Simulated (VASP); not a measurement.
# SiO2 (pbe) (P4_2/mnm) in VASP: further runs

Runs on SiO2 (pbe). Level: PBE. Tasks: single point.

Everything below comes from runs of VASP 6.6.1. Logs are shortened: lines on timing, memory, paths and dates and some standing lists are left out, and cuts for length are marked.

## 1. The cell of the first run

It takes space group P4_2/mnm (No. 136, tetragonal). Conventional cell: a = 4.186 Å, b = 4.186 Å, c = 2.668 Å, α = 90.00°, β = 90.00°, γ = 90.00°. Within 2.3 Å of Si (site symmetry mmm) lie 6 O at 1.76 to 1.81 Å. O (site symmetry m2m) has 3 Si at 1.76 to 1.81 Å and 1 O at 2.30 Å within 2.3 Å.

## 2. Single point, PBE

Contents of INCAR:

```
PREC = Accurate
ENCUT = 520
EDIFF = 1E-7
ISMEAR = 0
SIGMA = 0.1
LREAL = F
LASPH = T
NELM = 80
ALGO = Normal
ISIF = 2
LWAVE = F
LCHARG = F
GGA = PE
NBANDS = 25
```

Contents of KPOINTS:

```
Automatic mesh
0
Gamma
  4 4 6
```

Contents of POSCAR:

```
SiO2
1.0
    4.1865000000      0.0000000000      0.0000000000
    0.0000000000      4.1865000000      0.0000000000
    0.0000000000      0.0000000000      2.6684000000
Si O
2 4
Direct
    0.0000000000      0.0000000000      0.0000000000
    0.5000000000      0.5000000000      0.5000000000
    0.3059000000      0.3059000000      0.0000000000
    0.1941000000      0.8059000000      0.5000000000
    0.6941000000      0.6941000000      0.0000000000
    0.8059000000      0.1941000000      0.5000000000
```

Potentials or basis: VASP PAW PBE potentials, release 64 (Si, O).

The run is started by

```bash
cat potpaw_PBE.64/Si/POTCAR potpaw_PBE.64/O/POTCAR > POTCAR
mpirun -np 1 vasp_std > vasp.out
```

OUTCAR:

```text
PREC = Accurate
   ENCUT = 520
   EDIFF = 1E-7
   ISMEAR = 0
   LREAL = F
   LASPH = T
   NELM = 80
   ISIF = 2
   GGA = PE

 ion  position               nearest neighbor table
   1  0.000  0.000  0.000-   4 1.76   6 1.76   4 1.76   6 1.76   5 1.81   3 1.81
   2  0.500  0.500  0.500-   3 1.76   5 1.76   3 1.76   5 1.76   4 1.81   6 1.81
   3  0.306  0.306  0.000-   2 1.76   2 1.76   1 1.81
   4  0.194  0.806  0.500-   1 1.76   1 1.76   2 1.81
   5  0.694  0.694  0.000-   2 1.76   2 1.76   1 1.81
   6  0.806  0.194  0.500-   1 1.76   1 1.76   2 1.81

  LATTYP: Found a simple tetragonal cell.
 ALAT       =     4.1865000000
 C/A-ratio  =     0.6373820614

  Lattice vectors:

 A1 = (   4.1865000000,   0.0000000000,   0.0000000000)
 A2 = (   0.0000000000,   4.1865000000,   0.0000000000)
 A3 = (   0.0000000000,   0.0000000000,   2.6684000000)

Analysis of symmetry for initial positions (statically):
=====================================================================
 Subroutine PRICEL returns:
 Original cell was already a primitive cell.

 Routine SETGRP: Setting up the symmetry group for a
 simple tetragonal supercell.

 Subroutine GETGRP returns: Found 16 space group operations
 (whereof  8 operations were pure point group operations)
 out of a pool of 16 trial point group operations.

The static configuration has the point symmetry D_2h.
 The point group associated with its full space group is D_4h.

Analysis of symmetry for dynamics (positions and initial velocities):
=====================================================================
 Subroutine PRICEL returns:
 Original cell was already a primitive cell.

 Routine SETGRP: Setting up the symmetry group for a
 simple tetragonal supercell.

 Subroutine GETGRP returns: Found 16 space group operations
 (whereof  8 operations were pure point group operations)
 out of a pool of 16 trial point group operations.

The dynamic configuration has the point symmetry D_2h.
 The point group associated with its full space group is D_4h.

 Subroutine INISYM returns: Found 16 space group operations
 (whereof  8 operations are pure point group operations),
 and found     1 'primitive' translations

----------------------------------------------------------------------------------------

                                     Primitive cell

  volume of cell :      46.7685

  direct lattice vectors                    reciprocal lattice vectors
     4.186500000  0.000000000  0.000000000     0.238863012  0.000000000  0.000000000
     0.000000000  4.186500000  0.000000000     0.000000000  0.238863012  0.000000000
     0.000000000  0.000000000  2.668400000     0.000000000  0.000000000  0.374756408

  length of vectors
     4.186500000  4.186500000  2.668400000     0.238863012  0.238863012  0.374756408

  position of ions in fractional coordinates (direct lattice)
     0.000000000  0.000000000  0.000000000
     0.500000000  0.500000000  0.500000000
     0.305900000  0.305900000  0.000000000
     0.194100000  0.805900000  0.500000000
     0.694100000  0.694100000  0.000000000
     0.805900000  0.194100000  0.500000000

  ion indices of the primitive-cell ions
   primitive index   ion index
                 1           1
                 2           2
                 3           3
                 4           4
                 5           5
                 6           6

----------------------------------------------------------------------------------------

 KPOINTS: Automatic mesh

Automatic generation of k-mesh.
 Grid dimensions read from file:
 generate k-points for:    4    4    6

 Generating k-lattice:

  Cartesian coordinates                     Fractional coordinates (reciprocal lattice)
     0.059715753  0.000000000  0.000000000     0.250000000  0.000000000  0.000000000
     0.000000000  0.059715753  0.000000000     0.000000000  0.250000000  0.000000000
     0.000000000  0.000000000  0.062459401     0.000000000  0.000000000  0.166666667

  Length of vectors
     0.059715753  0.059715753  0.062459401

  Shift w.r.t. Gamma in fractional coordinates (k-lattice)
     0.000000000  0.000000000  0.000000000

 Subroutine IBZKPT returns following result:
 ===========================================

 Found     24 irreducible k-points:

 Following reciprocal coordinates:
            Coordinates               Weight
  0.000000  0.000000  0.000000      1.000000
  0.250000  0.000000  0.000000      4.000000
  0.500000  0.000000  0.000000      2.000000
  0.250000  0.250000  0.000000      4.000000
  0.500000  0.250000  0.000000      4.000000
  0.500000  0.500000  0.000000      1.000000
[... 16 lines left out ...]
  0.500000  0.250000  0.500000      4.000000
  0.500000  0.500000  0.500000      1.000000
   k-points           NKPTS =     24   k-points in BZ     NKDIM =     24   number of bands    NBANDS=     25
   number of dos      NEDOS =    301   number of ions     NIONS =      6
   total plane-waves  NPLWV =  20480
   dimension x,y,z NGX =    32 NGY =   32 NGZ =   20
   dimension x,y,z NGXF=    64 NGYF=   64 NGZF=   40
   ions per type =               2   4
   NGX,Y,Z   is equivalent  to a cutoff of  12.71, 12.71, 12.46 a.u.
   NGXF,Y,Z  is equivalent  to a cutoff of  25.41, 25.41, 24.92 a.u.
 SYSTEM =  unknown system
   PREC   = accura    normal or accurate (medium, high low for compatibility)
   ISTART =      0    job   : 0-new  1-cont  2-samecut
   ICHARG =      2    charge: 1-file 2-atom 10-const
   ISPIN  =      1    spin polarized calculation?
   LNONCOLLINEAR =      F non collinear calculations
   LSORBIT =      F    spin-orbit coupling
   LASPH  =      T    aspherical Exc in radial PAW
   ENCUT  =  520.0 eV  38.22 Ry    6.18 a.u.   7.78  7.78  4.96*2*pi/ulx,y,z
   NELM   =     80;   NELMIN=  2; NELMDL= -5     # of ELM steps
   EDIFF  = 0.1E-06   stopping-criterion for ELM
   LREAL  =      F    real-space projection
   EDIFFG = 0.1E-05   stopping-criterion for IOM
   NSW    =      0    number of steps for IOM
   IBRION =     -1    ionic relax: 0-MD 1-quasi-New 2-CG
   NFREE  =      0    steps in history (QN), initial steepest desc. (CG)
   ISIF   =      2    stress and relaxation
   ISYM   =      2    0-nonsym 1-usesym 2-fastsym
   POTIM  = 0.5000    time-step for ionic-motion
   TEBEG  =    0.0;   TEEND  =   0.0 temperature during run
   PSTRESS=    0.0 pullay stress
   NELECT =      32.0000    total number of electrons
   NUPDOWN=      -1.0000    fix difference up-down
   EMIN   =  10.00;   EMAX   =-10.00  energy-range for DOS
   EFERMI =   0.00;   METHOD = LEGACY
   ISMEAR =     0;   SIGMA  =   0.10  broadening in eV -4-tet -1-fermi 0-gaus
   EFERMI_NEDOS =   21; number of points for ismear=-14 and -15
   IALGO  =     38    algorithm
   IMIX   =      4    mixing-type and parameters
     AMIX     =   0.40;   BMIX     =  1.00
     AMIX_MAG =   1.60;   BMIX_MAG =  1.00
  volume/ion in A,a.u.               =       7.79        52.60
  Fermi-wavevector in a.u.,A,eV,Ry     =   1.442582  2.726084 28.314299  2.081042
  Thomas-Fermi vector in A             =   2.561086
   LORBIT       =      0    0 simple, 1 ext, 2 COOP (PROOUT), +10 PAW based schemes
   GGA     = PE    functional components
   LHFCALC =     F    Hartree Fock is set to
   AEXX    =    0.0000 exact exchange contribution
   IVDW    =     0    specifies the selected vdW correction
   LEPSILON=     F    determine dielectric tensor
   LRPA    =     F    only Hartree local field effects (RPA)
 non-spin polarized calculation
 Gauss-broadening in eV      SIGMA  =   0.10
  energy-cutoff  :      520.00
  volume of cell :       46.77
 maximum number of plane-waves:      1282
 NGX is ok and might be reduce to    32
   NGX = 15   NGY = 15   NGZ =  9

 number of electron      31.9999977 magnetization

 Free energy of the ion-electron system (eV)
  ---------------------------------------------------
  ext. energy  EPLUGINS =         0.00000000
  ---------------------------------------------------
  free energy    TOTEN  =       -46.27079862 eV

  energy without entropy =      -46.27079862  energy(sigma->0) =      -46.27079862

 E-fermi :   8.5902     XC(G=0): -12.2484

 val. band max:        8.1835680957   @ k =   0.0000   0.0000   0.0000
 cond. band min:      13.7108749475   @ k =   0.0000   0.0000   0.0000
 fundamental gap:      5.5273068517
 Fermi energy:         8.5901884052

 k-point     1 :       0.0000    0.0000    0.0000
  band No.  band energies     occupation
      1     -14.3557      2.00000
      2     -10.7486      2.00000
      3     -10.7486      2.00000
      4     -10.5115      2.00000
      5      -2.6862      2.00000
      6       1.7559      2.00000
[... 17 lines left out ...]
     24      22.3990      0.00000
     25      23.9366      0.00000

 k-point     2 :       0.2500    0.0000    0.0000
  band No.  band energies     occupation
      1     -14.0330      2.00000
      2     -11.8421      2.00000
      3     -10.5896      2.00000
      4     -10.0764      2.00000
      5      -2.2538      2.00000
      6       0.4548      2.00000
[... 17 lines left out ...]
     24      21.6893      0.00000
     25      23.5282      0.00000

 k-point     3 :       0.5000    0.0000    0.0000
  band No.  band energies     occupation
      1     -13.1238      2.00000
      2     -13.1238      2.00000
      3     -10.2346      2.00000
      4     -10.2346      2.00000
      5      -1.1294      2.00000
      6      -1.1294      2.00000
[... 552 lines left out ...]
 k-point    23 :       0.5000    0.2500    0.5000
  band No.  band energies     occupation
      1     -11.3747      2.00000
      2     -11.3747      2.00000
      3     -10.1944      2.00000
      4     -10.1944      2.00000
      5      -2.0681      2.00000
      6      -2.0681      2.00000
[... 17 lines left out ...]
     24      21.8021      0.00000
     25      23.6152      0.00000

 k-point    24 :       0.5000    0.5000    0.5000
  band No.  band energies     occupation
      1     -11.3371      2.00000
      2     -11.3371      2.00000
      3     -10.1644      2.00000
      4     -10.1644      2.00000
      5      -2.5702      2.00000
      6      -2.5702      2.00000
[... 17 lines left out ...]
     24      22.1918      0.00000
     25      23.7939      0.00000

------------------------ aborting loop because EDIFF is reached ----------------------------------------

  FORCE on cell =-STRESS in cart. coord.  units (eV):
  Direction    XX          YY          ZZ          XY          YZ          ZX
  --------------------------------------------------------------------------------------
  -------------------------------------------------------------------------------------
  Total        2.5586734      2.5586734      3.2089325     -0.0000000      0.0000000      0.0000000
  in kB       87.6541149     87.6541149    109.9304597     -0.0000000      0.0000000      0.0000000
  external PRESSURE =      95.0795632 kB  Pullay stress =       0.0000000 kB

 VOLUME and BASIS-vectors are now :
 -----------------------------------------------------------------------------
  energy-cutoff  :      520.00
  volume of cell :       46.77
      direct lattice vectors                 reciprocal lattice vectors
     4.186500000  0.000000000  0.000000000     0.238863012  0.000000000  0.000000000
     0.000000000  4.186500000  0.000000000     0.000000000  0.238863012  0.000000000
     0.000000000  0.000000000  2.668400000     0.000000000  0.000000000  0.374756408

 POSITION                                       TOTAL-FORCE (eV/Angst)
 -----------------------------------------------------------------------------------
      0.00000      0.00000      0.00000         0.000000      0.000000      0.000000
      2.09325      2.09325      1.33420         0.000000      0.000000      0.000000
      1.28065      1.28065      0.00000        -0.038874     -0.038874      0.000000
      0.81260      3.37390      1.33420         0.038874     -0.038874      0.000000
      2.90585      2.90585      0.00000         0.038874      0.038874      0.000000
      3.37390      0.81260      1.33420        -0.038874      0.038874      0.000000
 -----------------------------------------------------------------------------------
    total drift:                                0.000000      0.000000     -0.000000

  FREE ENERGIE OF THE ION-ELECTRON SYSTEM (eV)
  ---------------------------------------------------
  free  energy   TOTEN  =       -46.2707986184 eV

  energy  without entropy=      -46.2707986184  energy(sigma->0) =      -46.27079862
```

Run time: 12 s. Hardware: 1 thread of Intel Xeon 6975P-C (Granite Rapids), shared host; peak memory 0.16 GiB.

Results:

- Free energy: -46.2708 eV
- Pressure: 9.5 GPa
- Largest force: 0.055 eV/Å
- Band gap on the k mesh: 5.53 eV, direct

Forces on the atoms (eV/Å):
```
Si   0.000  0.000  0.000
Si   0.000  0.000  0.000
O   -0.039 -0.039  0.000
O    0.039 -0.039  0.000
O    0.039  0.039  0.000
O   -0.039  0.039  0.000
```

Levels at points of the mesh, in eV from the valence-band top:
```csv
k point,band 14,band 15,band 16,band 17,band 18,band 19
"(0.00, 0.00, 0.00)",-0.88,-0.88,0.00,5.53,6.71,8.48
"(0.50, 0.00, 0.00)",-2.68,-1.07,-1.07,7.69,7.69,9.07
"(0.50, 0.50, 0.00)",-2.66,-2.27,-2.27,7.39,7.39,10.04
"(0.00, 0.00, 0.50)",-3.05,-2.67,-2.67,9.03,9.03,12.60
"(0.50, 0.00, 0.50)",-2.28,-1.75,-1.75,8.73,8.73,9.80
"(0.50, 0.50, 0.50)",-1.76,-1.55,-1.55,7.11,7.11,10.99
```

## 3. Single point, PBE

This run uses another cell than the first one, of 8.04 Å³/atom, 1.031 times its volume.

Contents of INCAR:

```
SYSTEM = SiO2
ALGO = Normal
EDIFF = 1E-6
ENCUT = 520
GGA = PE
ISIF = 2
ISMEAR = 0
LASPH = .TRUE.
LCHARG = .TRUE.
LELF = .TRUE.
LREAL = .FALSE.
LVHAR = .TRUE.
LWAVE = .FALSE.
NBANDS = 25
NELM = 80
PREC = Accurate
SIGMA = 0.1
```

Contents of KPOINTS:

```
k-points
0
G
  6 6 8
  0 0 0
```

Contents of POSCAR:

```
SiO2
1.0
    4.2321948703      0.0000000000      0.0000000000
    0.0000000000      4.2321948703      0.0000000000
    0.0000000000      0.0000000000      2.6917479245
Si O
2 4
Direct
    0.0000000000      0.0000000000      0.0000000000
    0.5000000000      0.5000000000      0.5000000000
    0.3069969627      0.3069969627      0.0000000000
    0.1930030373      0.8069969627      0.5000000000
    0.6930030373      0.6930030373      0.0000000000
    0.8069969627      0.1930030373      0.5000000000
```

Potentials or basis: VASP PAW PBE potentials, release 64 (Si, O).

The run is started by

```bash
cat potpaw_PBE.64/Si/POTCAR potpaw_PBE.64/O/POTCAR > POTCAR
mpirun -np 1 vasp_std > vasp.out
```

Run time: 21 s. Hardware: 1 thread of Intel Xeon 6975P-C (Granite Rapids), shared host; peak memory 0.17 GiB.

The run converged. Its results:

* Free energy: -46.3167 eV
* Pressure: 0.5 GPa
* Largest force: 0.040 eV/Å
* Band gap on the k mesh: 5.04 eV, direct

Forces on the atoms (eV/Å):
```
Si   0.000  0.000  0.000
Si   0.000  0.000  0.000
O   -0.028 -0.028  0.000
O    0.028 -0.028  0.000
O    0.028  0.028  0.000
O   -0.028  0.028  0.000
```

Stress tensor (GPa, compression positive):
```
0.45 0.00 0.00
0.00 0.45 0.00
0.00 0.00 0.55
```

Levels at points of the mesh, in eV from the valence-band top:
```tsv
k point	band 14	band 15	band 16	band 17	band 18	band 19
(0.00, 0.00, 0.00)	-0.85	-0.85	0.00	5.04	6.59	8.28
(0.50, 0.00, 0.00)	-2.62	-1.04	-1.04	7.30	7.30	8.87
(0.50, 0.50, 0.00)	-2.54	-2.17	-2.17	7.02	7.02	9.77
(0.00, 0.00, 0.50)	-2.88	-2.57	-2.57	8.65	8.65	12.22
(0.50, 0.00, 0.50)	-2.21	-1.67	-1.67	8.45	8.45	9.46
(0.50, 0.50, 0.50)	-1.73	-1.47	-1.47	6.83	6.83	10.70
```
